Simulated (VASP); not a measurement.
# P (P6_3/mmc) in VASP: a series of runs

The runs below take P through relaxation of cell and atoms, with PBE.

Everything below comes from runs of VASP 6.6.1. Logs are shortened: lines on timing, memory, paths and dates and some standing lists are left out, and cuts for length are marked.

**1. The cell of the first run**

Symmetry: P6_3/mmc, No. 194, hexagonal system. Conventional cell: a = 2.163 Å, b = 2.163 Å, c = 3.468 Å, α = 90.00°, β = 90.00°, γ = 120.00°. P (site symmetry -6m2) has 12 P at 2.14 to 2.16 Å within 2.8 Å.

**2. Relaxation of cell and atoms, PBE, target pressure 270 GPa, at which the enthalpy is minimised**

Contents of INCAR:

```
PREC     = Accurate       # precision mode
ENCUT    = 600            # plane-wave cutoff, eV
EDIFF    = 1E-6           # SCF threshold, eV
ISMEAR   = -1             # smearing method
SIGMA    = 0.1            # smearing width, eV
LREAL    = False          # projectors in reciprocal space
LASPH    = True           # aspherical terms in the spheres
NELM     = 60             # most SCF steps
ALGO     = Normal         # electronic algorithm
ISIF     = 3              # what is computed and relaxed
LWAVE    = False          # write WAVECAR
LCHARG   = False          # write CHGCAR
GGA      = PE             # functional
IBRION   = 2              # ionic algorithm
NSW      = 32             # ionic steps
EDIFFG   = -0.005         # ionic threshold
PSTRESS  = 2700.0
```

Contents of KPOINTS:

```
Automatic mesh
0
Gamma
  20 20 11
```

Contents of POSCAR:

```
P
1.0
    2.1628375583      0.0000000000      0.0000000000
   -1.0814187792      1.8730722698      0.0000000000
    0.0000000000      0.0000000000      3.4682032320
P
2
Direct
    0.3333333333      0.6666666667      0.2500000000
    0.6666666667      0.3333333333      0.7500000000
```

Potentials or basis: VASP PAW PBE potentials, release 64 (P).

Launch:

```bash
cat potpaw_PBE.64/P/POTCAR > POTCAR
mpirun -np 1 vasp_std > vasp.out
```

OUTCAR:

```text
PREC = Accurate
   ENCUT = 600
   EDIFF = 1E-6
   ISMEAR = -1
   LREAL = False
   LASPH = True
   NELM = 60
   ISIF = 3
   GGA = PE
   IBRION = 2
   NSW = 32
   EDIFFG = -0.005
   PSTRESS = 2700.0

 ion  position               nearest neighbor table
   1  0.333  0.667  0.250-   2 2.14   2 2.14   2 2.14   2 2.14   2 2.14   2 2.14
   2  0.667  0.333  0.750-   1 2.14   1 2.14   1 2.14   1 2.14   1 2.14   1 2.14

  LATTYP: Found a hexagonal cell.
 ALAT       =     2.1628375583
 C/A-ratio  =     1.6035430949

  Lattice vectors:

 A1 = (   2.1628375583,   0.0000000000,   0.0000000000)
 A2 = (  -1.0814187792,   1.8730722698,   0.0000000000)
 A3 = (   0.0000000000,   0.0000000000,   3.4682032320)

Analysis of symmetry for initial positions (statically):
=====================================================================
 Subroutine PRICEL returns:
 Original cell was already a primitive cell.

 Routine SETGRP: Setting up the symmetry group for a
 hexagonal supercell.

 Subroutine GETGRP returns: Found 24 space group operations
 (whereof 12 operations were pure point group operations)
 out of a pool of 24 trial point group operations.

The static configuration has the point symmetry D_3d.
 The point group associated with its full space group is D_6h.

Analysis of symmetry for dynamics (positions and initial velocities):
=====================================================================
 Subroutine PRICEL returns:
 Original cell was already a primitive cell.

 Routine SETGRP: Setting up the symmetry group for a
 hexagonal supercell.

 Subroutine GETGRP returns: Found 24 space group operations
 (whereof 12 operations were pure point group operations)
 out of a pool of 24 trial point group operations.

The dynamic configuration has the point symmetry D_3d.
 The point group associated with its full space group is D_6h.

 Subroutine INISYM returns: Found 24 space group operations
 (whereof 12 operations are pure point group operations),
 and found     1 'primitive' translations

----------------------------------------------------------------------------------------

                                     Primitive cell

  volume of cell :      14.0502

  direct lattice vectors                    reciprocal lattice vectors
     2.162837558  0.000000000  0.000000000     0.462355574  0.266941115  0.000000000
    -1.081418779  1.873072270  0.000000000     0.000000000  0.533882230  0.000000000
     0.000000000  0.000000000  3.468203232     0.000000000  0.000000000  0.288333737

  length of vectors
     2.162837558  2.162837558  3.468203232     0.533882230  0.533882230  0.288333737

  position of ions in fractional coordinates (direct lattice)
     0.333333333  0.666666667  0.250000000
     0.666666667  0.333333333  0.750000000

  ion indices of the primitive-cell ions
   primitive index   ion index
                 1           1
                 2           2

----------------------------------------------------------------------------------------

 KPOINTS: Automatic mesh

Automatic generation of k-mesh.
 Grid dimensions read from file:
 generate k-points for:   20   20   11

 Generating k-lattice:

  Cartesian coordinates                     Fractional coordinates (reciprocal lattice)
     0.023117779  0.013347056  0.000000000     0.050000000 -0.000000000  0.000000000
     0.000000000  0.026694111  0.000000000     0.000000000  0.050000000  0.000000000
     0.000000000  0.000000000  0.026212158     0.000000000  0.000000000  0.090909091

  Length of vectors
     0.026694111  0.026694111  0.026212158

  Shift w.r.t. Gamma in fractional coordinates (k-lattice)
     0.000000000  0.000000000  0.000000000

 Subroutine IBZKPT returns following result:
 ===========================================

 Found    264 irreducible k-points:

 Following reciprocal coordinates:
            Coordinates               Weight
  0.000000  0.000000  0.000000      1.000000
  0.050000  0.000000  0.000000      6.000000
  0.100000  0.000000  0.000000      6.000000
  0.150000  0.000000  0.000000      6.000000
  0.200000  0.000000  0.000000      6.000000
  0.250000 -0.000000  0.000000      6.000000
[... 16 lines left out ...]
  0.200000  0.100000  0.000000     12.000000
  0.250000  0.100000  0.000000     12.000000
 [... further k-points ...]
   k-points           NKPTS =    264   k-points in BZ     NKDIM =    264   number of bands    NBANDS=      9
   number of dos      NEDOS =    301   number of ions     NIONS =      2
   total plane-waves  NPLWV =   9072
   dimension x,y,z NGX =    18 NGY =   18 NGZ =   28
   dimension x,y,z NGXF=    36 NGYF=   36 NGZF=   56
   ions per type =               2
   NGX,Y,Z   is equivalent  to a cutoff of  13.84, 13.84, 13.42 a.u.
   NGXF,Y,Z  is equivalent  to a cutoff of  27.67, 27.67, 26.84 a.u.
 SYSTEM =  unknown system
   PREC   = accura    normal or accurate (medium, high low for compatibility)
   ISTART =      0    job   : 0-new  1-cont  2-samecut
   ICHARG =      2    charge: 1-file 2-atom 10-const
   ISPIN  =      1    spin polarized calculation?
   LNONCOLLINEAR =      F non collinear calculations
   LSORBIT =      F    spin-orbit coupling
   LASPH  =      T    aspherical Exc in radial PAW
   ENCUT  =  600.0 eV  44.10 Ry    6.64 a.u.   4.32  4.32  6.93*2*pi/ulx,y,z
   NELM   =     60;   NELMIN=  2; NELMDL= -5     # of ELM steps
   EDIFF  = 0.1E-05   stopping-criterion for ELM
   LREAL  =      F    real-space projection
   EDIFFG = -.5E-02   stopping-criterion for IOM
   NSW    =     32    number of steps for IOM
   IBRION =      2    ionic relax: 0-MD 1-quasi-New 2-CG
   NFREE  =      1    steps in history (QN), initial steepest desc. (CG)
   ISIF   =      3    stress and relaxation
   ISYM   =      2    0-nonsym 1-usesym 2-fastsym
   POTIM  = 0.5000    time-step for ionic-motion
   TEBEG  =    0.0;   TEEND  =   0.0 temperature during run
   PSTRESS= 2700.0 pullay stress
   NELECT =      10.0000    total number of electrons
   NUPDOWN=      -1.0000    fix difference up-down
   EMIN   =  10.00;   EMAX   =-10.00  energy-range for DOS
   EFERMI =   0.00;   METHOD = LEGACY
   ISMEAR =    -1;   SIGMA  =   0.10  broadening in eV -4-tet -1-fermi 0-gaus
   EFERMI_NEDOS =   21; number of points for ismear=-14 and -15
   IALGO  =     38    algorithm
   IMIX   =      4    mixing-type and parameters
     AMIX     =   0.40;   BMIX     =  1.00
     AMIX_MAG =   1.60;   BMIX_MAG =  1.00
  volume/ion in A,a.u.               =       7.03        47.41
  Fermi-wavevector in a.u.,A,eV,Ry     =   1.461663  2.762142 29.068275  2.136458
  Thomas-Fermi vector in A             =   2.577968
   LORBIT       =      0    0 simple, 1 ext, 2 COOP (PROOUT), +10 PAW based schemes
   GGA     = PE    functional components
   LHFCALC =     F    Hartree Fock is set to
   AEXX    =    0.0000 exact exchange contribution
   IVDW    =     0    specifies the selected vdW correction
   LEPSILON=     F    determine dielectric tensor
   LRPA    =     F    only Hartree local field effects (RPA)
 conjugate gradient relaxation of ions
 non-spin polarized calculation
  energy-cutoff  :      600.00
  volume of cell :       14.05
 maximum number of plane-waves:       494
 NGX is ok and might be reduce to    18
   NGX =  9   NGY =  9   NGZ = 13

--------------------------------------- Ionic step        1  -------------------------------------------

 number of electron      10.0000000 magnetization

 number of electron       9.9999999 magnetization

 Free energy of the ion-electron system (eV)
  ---------------------------------------------------
  ext. energy  EPLUGINS =         0.00000000
  ---------------------------------------------------
  free energy    TOTEN  =        -2.36847811 eV

  energy without entropy =       -2.35113275  energy(sigma->0) =       -2.35980543

------------------------ aborting loop because EDIFF is reached ----------------------------------------

  FORCE on cell =-STRESS in cart. coord.  units (eV):
  Direction    XX          YY          ZZ          XY          YZ          ZX
  --------------------------------------------------------------------------------------
  -------------------------------------------------------------------------------------
  Total       23.3066180     23.3066180     23.2648725     -0.0000000      0.0000000      0.0000000
  in kB     2657.7055573   2657.7055575   2652.9452232     -0.0000001      0.0000000      0.0000000
  external PRESSURE =     -43.8812207 kB  Pullay stress =    2700.0000000 kB
[... 99 lines left out ...]
  enthalpy is  TOTEN    =        21.3081031800 eV   P V=       23.5657598612

--------------------------------------- Ionic step        4  -------------------------------------------

 number of electron       9.9999999 magnetization

 Free energy of the ion-electron system (eV)
  ---------------------------------------------------
  ext. energy  EPLUGINS =         0.00000000
  ---------------------------------------------------
  free energy    TOTEN  =        -2.25542549 eV

  energy without entropy =       -2.23823346  energy(sigma->0) =       -2.24682947

 E-fermi :  23.8541     XC(G=0): -14.9119

 val. band max:       23.8200968483   @ k =   0.3000   0.1000   0.0909
 cond. band min:      23.8608893951   @ k =   0.2500   0.2500   0.0000
 fundamental gap:      0.0407925469
 Fermi energy:        23.8540588593

 k-point     1 :       0.0000    0.0000    0.0000
  band No.  band energies     occupation
      1      -2.6792      2.00000
      2       8.2473      2.00000
      3       9.5289      2.00000
      4      33.4647      0.00000
      5      33.4647      0.00000
      6      34.1714      0.00000
      7      34.1714      0.00000
      8      36.6960      0.00000
      9      40.6691      0.00000
[... 265 lines left out ...]
 k-point    24 :       0.2500    0.1000    0.0000
  band No.  band energies     occupation
      1       1.2433      2.00000
      2      11.9111      2.00000
      3      12.8428      2.00000
      4      17.3640      2.00000
      5      22.4615      2.00000
      6      27.0549      0.00000
      7      28.5457      0.00000
      8      33.1680      0.00000
      9      33.8358      0.00000

 [... further k-points ...]
[... 5 lines left out ...]
  --------------------------------------------------------------------------------------
  -------------------------------------------------------------------------------------
  Total       23.5668367     23.5668367     23.5583711     -0.0000000      0.0000000      0.0000000
  in kB     2700.3790848   2700.3790850   2699.4090662     -0.0000001      0.0000000      0.0000000
  external PRESSURE =       0.0557453 kB  Pullay stress =    2700.0000000 kB
[... 17 lines left out ...]
  FREE ENERGIE OF THE ION-ELECTRON SYSTEM (eV)
  ---------------------------------------------------
  free  energy   TOTEN  =        -2.2554254909 eV

  energy  without entropy=       -2.2382334562  energy(sigma->0) =       -2.24682947

  enthalpy is  TOTEN    =        21.3081028137 eV   P V=       23.5635283046

 reached required accuracy - stopping structural energy minimisation
```

Run time: 69 s. Hardware: 1 thread of AMD EPYC 7R43 (Zen 3), shared host; peak memory 0.11 GiB.

Results:

```
Free energy                                            : -2.2554 eV
Relaxed volume                                         : 6.99 Å³/atom
Relaxed cell                                           : a = 2.159 Å, b = 2.159 Å, c = 3.462 Å, α = 90.00°, β = 90.00°, γ = 120.00°
Space group after relaxing (to 0.05 Å)                 : P6_3/mmc (No. 194)
Energy change on relaxing (the enthalpy is what falls) : +56.5 meV/atom
Ionic steps                                            : 4
Pressure after relaxing                                : 270.0 GPa
Band gap on the k mesh                                 : zero (band 5 reaches 35.15 eV, above the bottom of band 6 at 15.80 eV)
```

Step by step:
| step | energy change (eV) | largest force (eV/Å) | pressure (GPa) | volume (Å³) |
| --- | --- | --- | --- | --- |
| 1 | 0.0000 | 0.0000 | 265.61 | 14.05 |
| 2 | 0.6740 | 0.0000 | 291.88 | 13.66 |
| 3 | 0.1108 | 0.0000 | 269.93 | 13.98 |
| 4 | 0.1131 | 0.0000 | 270.01 | 13.98 |

Final structure:
```
CELL_PARAMETERS angstrom
2.15949 0.00000 0.00000
-1.07974 1.87017 0.00000
0.00000 0.00000 3.46223
ATOMIC_POSITIONS crystal
P 0.33333 0.66667 0.25000
P 0.66667 0.33333 0.75000
```

Levels at points of the mesh, in eV from the Fermi level:
| k point | band 3 | band 4 | band 5 | band 6 | band 7 | band 8 |
| --- | --- | --- | --- | --- | --- | --- |
| (0.00, 0.00, 0.00) | -14.33 | 9.61 | 9.61 | 10.32 | 10.32 | 12.84 |
| (0.50, 0.00, 0.00) | -6.92 | -5.29 | -5.23 | -4.12 | 1.42 | 5.49 |

Caveat: the cell is relaxed towards a set pressure, so the enthalpy falls and the energy may rise.

[end of part 1 of 2]
